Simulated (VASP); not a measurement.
# ZnMo3 (Pm-3m) in VASP: notebook, part 2 of 2

VASP 6.6.1.

## (4) Single point, PBE

This run uses another cell than the first one, of 15.33 Å³/atom, 1.042 times its volume.

The input, INCAR:

```
PREC = Accurate
ENCUT = 520
EDIFF = 1E-6
ISMEAR = -1
SIGMA = 0.05
LREAL = False
LASPH = True
NELM = 80
ALGO = Fast
ISIF = 2
LWAVE = False
LCHARG = False
GGA = PE
NBANDS = 35
```

The input, KPOINTS:

```
Automatic mesh
0
Gamma
  7 7 7
```

The input, POSCAR:

```
ZnMo3
1.0
    3.9431540000      0.0000000000      0.0000000000
    0.0000000000      3.9431540000      0.0000000000
    0.0000000000      0.0000000000      3.9431540000
Mo Zn
3 1
Direct
    0.5000000000      0.5000000000      0.0000000000
    0.5000000000      0.0000000000      0.5000000000
    0.0000000000      0.5000000000      0.5000000000
    0.0000000000      0.0000000000      0.0000000000
```

Potentials or basis: VASP PAW PBE potentials, release 64 (Mo_sv, Zn).

On the command line:

```
> cat potpaw_PBE.64/Mo_sv/POTCAR potpaw_PBE.64/Zn/POTCAR > POTCAR
> mpirun -np 1 vasp_std > vasp.out
```

OUTCAR:

```text
PREC = Accurate
   ENCUT = 520
   EDIFF = 1E-6
   ISMEAR = -1
   LREAL = False
   LASPH = True
   NELM = 80
   ISIF = 2
   GGA = PE

 ion  position               nearest neighbor table
   1  0.500  0.500  0.000-   2 2.79   3 2.79   4 2.79   2 2.79   3 2.79   2 2.79   4 2.79   2 2.79
                             3 2.79   4 2.79   3 2.79   4 2.79
   2  0.500  0.000  0.500-   1 2.79   3 2.79   4 2.79   1 2.79   4 2.79   1 2.79   3 2.79   1 2.79
                             3 2.79   4 2.79   4 2.79   3 2.79
   3  0.000  0.500  0.500-   1 2.79   2 2.79   4 2.79   1 2.79   4 2.79   2 2.79   4 2.79   4 2.79
                             1 2.79   2 2.79   1 2.79   2 2.79
   4  0.000  0.000  0.000-   1 2.79   2 2.79   3 2.79   2 2.79   3 2.79   1 2.79   3 2.79   3 2.79
                             1 2.79   2 2.79   2 2.79   1 2.79

  LATTYP: Found a simple cubic cell.
 ALAT       =     3.9431540000

  Lattice vectors:

 A1 = (   3.9431540000,   0.0000000000,   0.0000000000)
 A2 = (   0.0000000000,   3.9431540000,   0.0000000000)
 A3 = (   0.0000000000,   0.0000000000,   3.9431540000)

Analysis of symmetry for initial positions (statically):
=====================================================================
 Subroutine PRICEL returns:
 Original cell was already a primitive cell.

 Routine SETGRP: Setting up the symmetry group for a
 simple cubic supercell.

 Subroutine GETGRP returns: Found 48 space group operations
 (whereof 48 operations were pure point group operations)
 out of a pool of 48 trial point group operations.

The static configuration has the point symmetry O_h .

Analysis of symmetry for dynamics (positions and initial velocities):
=====================================================================
 Subroutine PRICEL returns:
 Original cell was already a primitive cell.

 Routine SETGRP: Setting up the symmetry group for a
 simple cubic supercell.

 Subroutine GETGRP returns: Found 48 space group operations
 (whereof 48 operations were pure point group operations)
 out of a pool of 48 trial point group operations.

The dynamic configuration has the point symmetry O_h .

 Subroutine INISYM returns: Found 48 space group operations
 (whereof 48 operations are pure point group operations),
 and found     1 'primitive' translations

----------------------------------------------------------------------------------------

                                     Primitive cell

  volume of cell :      61.3100

  direct lattice vectors                    reciprocal lattice vectors
     3.943154000  0.000000000  0.000000000     0.253604095  0.000000000  0.000000000
     0.000000000  3.943154000  0.000000000     0.000000000  0.253604095  0.000000000
     0.000000000  0.000000000  3.943154000     0.000000000  0.000000000  0.253604095

  length of vectors
     3.943154000  3.943154000  3.943154000     0.253604095  0.253604095  0.253604095

  position of ions in fractional coordinates (direct lattice)
     0.500000000  0.500000000  0.000000000
     0.500000000  0.000000000  0.500000000
[... 27 lines left out ...]

  Shift w.r.t. Gamma in fractional coordinates (k-lattice)
     0.000000000  0.000000000  0.000000000

 Subroutine IBZKPT returns following result:
 ===========================================

 Found     20 irreducible k-points:

 Following reciprocal coordinates:
            Coordinates               Weight
  0.000000  0.000000  0.000000      1.000000
  0.142857  0.000000  0.000000      6.000000
  0.285714  0.000000  0.000000      6.000000
  0.428571  0.000000  0.000000      6.000000
  0.142857  0.142857  0.000000     12.000000
  0.285714  0.142857  0.000000     24.000000
[... 12 lines left out ...]
  0.428571  0.428571  0.285714     24.000000
  0.428571  0.428571  0.428571      8.000000
   k-points           NKPTS =     20   k-points in BZ     NKDIM =     20   number of bands    NBANDS=     35
   number of dos      NEDOS =    301   number of ions     NIONS =      4
   total plane-waves  NPLWV =  27000
   dimension x,y,z NGX =    30 NGY =   30 NGZ =   30
   dimension x,y,z NGXF=    60 NGYF=   60 NGZF=   60
   ions per type =               3   1
   NGX,Y,Z   is equivalent  to a cutoff of  12.65, 12.65, 12.65 a.u.
   NGXF,Y,Z  is equivalent  to a cutoff of  25.30, 25.30, 25.30 a.u.
 SYSTEM =  unknown system
   PREC   = accura    normal or accurate (medium, high low for compatibility)
   ISTART =      0    job   : 0-new  1-cont  2-samecut
   ICHARG =      2    charge: 1-file 2-atom 10-const
   ISPIN  =      1    spin polarized calculation?
   LNONCOLLINEAR =      F non collinear calculations
   LSORBIT =      F    spin-orbit coupling
   LASPH  =      T    aspherical Exc in radial PAW
   ENCUT  =  520.0 eV  38.22 Ry    6.18 a.u.   7.33  7.33  7.33*2*pi/ulx,y,z
   NELM   =     80;   NELMIN=  2; NELMDL= -5     # of ELM steps
   EDIFF  = 0.1E-05   stopping-criterion for ELM
   LREAL  =      F    real-space projection
   EDIFFG = 0.1E-04   stopping-criterion for IOM
   NSW    =      0    number of steps for IOM
   IBRION =     -1    ionic relax: 0-MD 1-quasi-New 2-CG
   NFREE  =      0    steps in history (QN), initial steepest desc. (CG)
   ISIF   =      2    stress and relaxation
   ISYM   =      2    0-nonsym 1-usesym 2-fastsym
   POTIM  = 0.5000    time-step for ionic-motion
   TEBEG  =    0.0;   TEEND  =   0.0 temperature during run
   PSTRESS=    0.0 pullay stress
   NELECT =      54.0000    total number of electrons
   NUPDOWN=      -1.0000    fix difference up-down
   EMIN   =  10.00;   EMAX   =-10.00  energy-range for DOS
   EFERMI =   0.00;   METHOD = LEGACY
   ISMEAR =    -1;   SIGMA  =   0.05  broadening in eV -4-tet -1-fermi 0-gaus
   EFERMI_NEDOS =   21; number of points for ismear=-14 and -15
   IALGO  =     68    algorithm
   IMIX   =      4    mixing-type and parameters
     AMIX     =   0.40;   BMIX     =  1.00
     AMIX_MAG =   1.60;   BMIX_MAG =  1.00
  volume/ion in A,a.u.               =      15.33       103.44
  Fermi-wavevector in a.u.,A,eV,Ry     =   1.569263  2.965477 33.505513  2.462586
  Thomas-Fermi vector in A             =   2.671171
   LORBIT       =      0    0 simple, 1 ext, 2 COOP (PROOUT), +10 PAW based schemes
   GGA     = PE    functional components
   LHFCALC =     F    Hartree Fock is set to
   AEXX    =    0.0000 exact exchange contribution
   IVDW    =     0    specifies the selected vdW correction
   LEPSILON=     F    determine dielectric tensor
   LRPA    =     F    only Hartree local field effects (RPA)
 non-spin polarized calculation
 RMM-DIIS sequential band-by-band and
  energy-cutoff  :      520.00
  volume of cell :       61.31
 maximum number of plane-waves:      1675
 NGX is ok and might be reduce to    30
   NGX = 15   NGY = 15   NGZ = 15

 number of electron      54.0000015 magnetization

 Free energy of the ion-electron system (eV)
  ---------------------------------------------------
  ext. energy  EPLUGINS =         0.00000000
  ---------------------------------------------------
  free energy    TOTEN  =       -33.19229500 eV

  energy without entropy =      -33.16193744  energy(sigma->0) =      -33.17711622

 E-fermi :  10.2185     XC(G=0): -13.0345

 val. band max:       10.1563143180   @ k =   0.4286   0.2857   0.0000
 cond. band min:      10.2202041820   @ k =   0.4286   0.2857   0.0000
 fundamental gap:      0.0638898640
 Fermi energy:        10.2184923317

 k-point     1 :       0.0000    0.0000    0.0000
  band No.  band energies     occupation
      1     -50.8177      2.00000
      2     -50.5531      2.00000
      3     -50.5531      2.00000
      4     -25.2679      2.00000
      5     -25.2679      2.00000
      6     -25.2679      2.00000
[... 749 lines left out ...]
     34      14.1521      0.00000
     35      14.1562      0.00000

------------------------ aborting loop because EDIFF is reached ----------------------------------------

  FORCE on cell =-STRESS in cart. coord.  units (eV):
  Direction    XX          YY          ZZ          XY          YZ          ZX
  --------------------------------------------------------------------------------------
  -------------------------------------------------------------------------------------
  Total       -0.2857418     -0.2857418     -0.2857418     -0.0000000      0.0000000      0.0000000
  in kB       -7.4671197     -7.4671197     -7.4671197     -0.0000000      0.0000000      0.0000000
  external PRESSURE =      -7.4671197 kB  Pullay stress =       0.0000000 kB

 VOLUME and BASIS-vectors are now :
 -----------------------------------------------------------------------------
  energy-cutoff  :      520.00
  volume of cell :       61.31
      direct lattice vectors                 reciprocal lattice vectors
     3.943154000  0.000000000  0.000000000     0.253604095  0.000000000  0.000000000
     0.000000000  3.943154000  0.000000000     0.000000000  0.253604095  0.000000000
     0.000000000  0.000000000  3.943154000     0.000000000  0.000000000  0.253604095

 POSITION                                       TOTAL-FORCE (eV/Angst)
 -----------------------------------------------------------------------------------
      1.97158      1.97158      0.00000         0.000000      0.000000      0.000000
      1.97158      0.00000      1.97158         0.000000      0.000000      0.000000
      0.00000      1.97158      1.97158         0.000000      0.000000      0.000000
      0.00000      0.00000      0.00000         0.000000      0.000000      0.000000
 -----------------------------------------------------------------------------------
    total drift:                                0.000000      0.000000     -0.000000

  FREE ENERGIE OF THE ION-ELECTRON SYSTEM (eV)
  ---------------------------------------------------
  free  energy   TOTEN  =       -33.1922950050 eV

  energy  without entropy=      -33.1619374427  energy(sigma->0) =      -33.17711622
```

OSZICAR:

```text
N       E                     dE             d eps       ncg     rms          rms(c)
DAV:   1     0.678820918555E+03    0.67882E+03   -0.31577E+04  1424   0.192E+03
DAV:   2     0.520929893170E+01   -0.67361E+03   -0.65918E+03  1458   0.542E+02
DAV:   3    -0.341078230479E+02   -0.39317E+02   -0.36959E+02  1630   0.133E+02
DAV:   4    -0.352090936656E+02   -0.11013E+01   -0.10814E+01  1654   0.191E+01
DAV:   5    -0.352238719977E+02   -0.14778E-01   -0.14762E-01  1584   0.236E+00    0.227E+01
RMM:   6    -0.333758184673E+02    0.18481E+01   -0.49252E+00  1404   0.158E+01    0.807E+00
RMM:   7    -0.332382139281E+02    0.13760E+00   -0.20262E+00  1540   0.870E+00    0.191E+00
RMM:   8    -0.332007763999E+02    0.37438E-01   -0.33334E-01  1657   0.398E+00    0.154E+00
RMM:   9    -0.331955176502E+02    0.52587E-02   -0.94757E-02  1582   0.205E+00    0.607E-01
RMM:  10    -0.331923980010E+02    0.31196E-02   -0.15710E-02  1708   0.678E-01    0.158E-01
RMM:  11    -0.331922974946E+02    0.10051E-03   -0.81676E-03  1736   0.447E-01    0.136E-01
RMM:  12    -0.331922711746E+02    0.26320E-04   -0.12518E-03  1745   0.248E-01    0.199E-02
RMM:  13    -0.331922958379E+02   -0.24663E-04   -0.39664E-04  1948   0.922E-02    0.116E-02
RMM:  14    -0.331922953760E+02    0.46185E-06   -0.33019E-05  1848   0.356E-02    0.582E-03
RMM:  15    -0.331922943509E+02    0.10252E-05   -0.73434E-06  1521   0.155E-02    0.198E-03
RMM:  16    -0.331922950050E+02   -0.65410E-06   -0.11473E-06  1055   0.748E-03
   1 F= -.33192295E+02 E0= -.33177116E+02  d E =-.303576E-01
```

stdout:

```text
POSCAR found type information on POSCAR MoZn
 POSCAR found :  2 types and       4 ions
 scaLAPACK will be used
 LDA part: xc-table for (Slater+PW92), standard interpolation
 POSCAR, INCAR and KPOINTS ok, starting setup
 FFT: planning ... GRIDC
 FFT: planning ... GRID_SOFT
 FFT: planning ... GRID
 WAVECAR not read
 entering main loop
```

It took 33 s on 1 thread of Intel Xeon Platinum 8559C (Emerald Rapids), shared host; peak memory 0.18 GiB.

Results:

```
Free energy            : -33.1923 eV
Pressure               : -0.7 GPa
Band gap on the k mesh : zero (band 27 reaches 11.15 eV, above the bottom of band 28 at 9.70 eV)
```

Levels at points of the mesh, in eV from the Fermi level:
| k point | band 25 | band 26 | band 27 | band 28 | band 29 | band 30 |
| --- | --- | --- | --- | --- | --- | --- |
| (0.00, 0.00, 0.00) | 0.93 | 0.93 | 0.93 | 2.08 | 2.08 | 2.08 |

## (5) Single point, PBE

This run uses another cell than the first one, of 15.33 Å³/atom, 1.042 times its volume.

The input, INCAR:

```
SYSTEM = ZnMo3
PREC = Accurate ; ENCUT = 520
EDIFF = 1E-6 ; ISMEAR = -1
SIGMA = 0.05 ; LREAL = .FALSE.
LASPH = .TRUE. ; NELM = 100
ALGO = Normal ; ISIF = 2
LWAVE = .FALSE. ; LCHARG = .TRUE.
GGA = PE ; LELF = .TRUE.
LVHAR = .TRUE. ; NBANDS = 35
```

The input, KPOINTS:

```
regular mesh
0
G
  7 7 7
  0 0 0
```

POSCAR is that of step 4.

On the command line:

```
> cat potpaw_PBE.64/Mo_sv/POTCAR potpaw_PBE.64/Zn/POTCAR > POTCAR
> mpirun -np 1 vasp_std > vasp.out
```

Wall time 25 s (1 thread of Intel Xeon Platinum 8559C (Emerald Rapids), shared host); peak memory 0.18 GiB.

The run converged. Its results:

| Property | Result |
| --- | --- |
| Free energy | -33.1923 eV |
| Pressure | -0.7 GPa |
| Band gap on the k mesh | zero (band 27 reaches 11.15 eV, above the bottom of band 28 at 9.70 eV) |

Levels at points of the mesh, in eV from the Fermi level:
| k point | band 25 | band 26 | band 27 | band 28 | band 29 | band 30 |
| --- | --- | --- | --- | --- | --- | --- |
| (0.00, 0.00, 0.00) | 0.93 | 0.93 | 0.93 | 2.08 | 2.08 | 2.08 |

## (6) Overview

```csv
cell,gap on the mesh (eV),pressure (GPa)
"a = 3.890 Å, 4 atoms",none,8.7
"a = 3.917 Å, 4 atoms",none,3.7
"a = 3.943 Å, 4 atoms",none,-0.7
```

Alike in all rows: task single point; level PBE; potentials or basis VASP PAW PBE potentials, release 64 (Mo_sv, Zn); no spin polarisation; k mesh 7 × 7 × 7; cutoff (eV) 520; smearing fermi-dirac 0.05 eV.

Total energies depend on the potentials used, so only differences within one code and one set of settings carry meaning.
